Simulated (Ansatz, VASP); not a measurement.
## Two plane-wave programs on ZnS

Contents of INCAR:

```
PREC = Accurate
ENCUT = 520
EDIFF = 1E-6
ISMEAR = 0
SIGMA = 0.05
LREAL = F
LASPH = T
NELM = 100
ALGO = Normal
ISIF = 2
LWAVE = F
LCHARG = F
GGA = PE
NBANDS = 46
```

File KPOINTS:

```
regular mesh
0
Gamma
  8 8 2
```

Contents of POSCAR:

```
ZnS
1.0
   -3.8454929872      0.0000000000      0.0000000000
   -1.9227464936     -3.3302946170      0.0000000000
   -1.4420598702     -0.8325736542     12.6106666151
Zn S
4 4
Direct
    0.1692433596      0.1692433596      0.6563598951
    0.2942433596      0.2942433596      0.1563598951
    0.4400766929      0.4400766929      0.9063598951
    0.5650766929      0.5650766929      0.4063598951
    0.1224233071      0.1224233071      0.8436401049
    0.2474233071      0.2474233071      0.3436401049
    0.6432566404      0.6432566404      0.0936401049
    0.5182566404      0.5182566404      0.5936401049
```

Input for Ansatz:

```yaml
crystal:
  lattice:
    - [-3.8454929872, 0.0, 0.0]
    - [-1.9227464936, -3.330294617, 0.0]
    - [-1.4420598702, -0.8325736542, 12.6106666151]
  atoms:
    - { symbol: Zn, position: [0.1692433596, 0.1692433596, 0.6563598951] }
    - { symbol: Zn, position: [0.2942433596, 0.2942433596, 0.1563598951] }
    - { symbol: Zn, position: [0.4400766929, 0.4400766929, 0.9063598951] }
    - { symbol: Zn, position: [0.5650766929, 0.5650766929, 0.4063598951] }
    - { symbol: S, position: [0.1224233071, 0.1224233071, 0.8436401049] }
    - { symbol: S, position: [0.2474233071, 0.2474233071, 0.3436401049] }
    - { symbol: S, position: [0.6432566404, 0.6432566404, 0.0936401049] }
    - { symbol: S, position: [0.5182566404, 0.5182566404, 0.5936401049] }
basis:
  ecutwfc: 420
kpoints:
  mp_grid: { grid: [8, 8, 2] }
hamiltonian:
  xc: pbe
scf:
  occupations: { method: gaussian, width: 0.05 }
output:
  forces: true
  stress: true
  eigenvalues: true
```

Alike in both runs: task single point; functional PBE; k mesh 8 × 8 × 2; occupations gaussian, width 0.05 eV; no spin polarisation.

```csv
,VASP,Ansatz
version,VASP 6.6.1,Ansatz 0.2.0
potentials or method,"VASP PAW PBE potentials, release 64 (Zn, S), cutoff 520 eV","scalar-relativistic, plane waves, PAW"
valence electrons in the cell,72,72
```

Ansatz gave:

- gap on the k mesh at the Fermi level (eV): 1.54
- least direct gap on the mesh (eV): 1.54
- pressure (GPa): -0.7
- traceless stress, the component that is largest in VASP (GPa): 0.80
- rms of the force components (eV/Å): 0.162

Which values does VASP return?

gap on the k mesh at the Fermi level (eV): 1.54; least direct gap on the mesh (eV): 1.54; pressure (GPa): -0.6; traceless stress, the component that is largest in VASP (GPa): 0.80; rms of the force components (eV/Å): 0.164.

Atom by atom the forces differ by 0.004 eV/Å (rms over components).
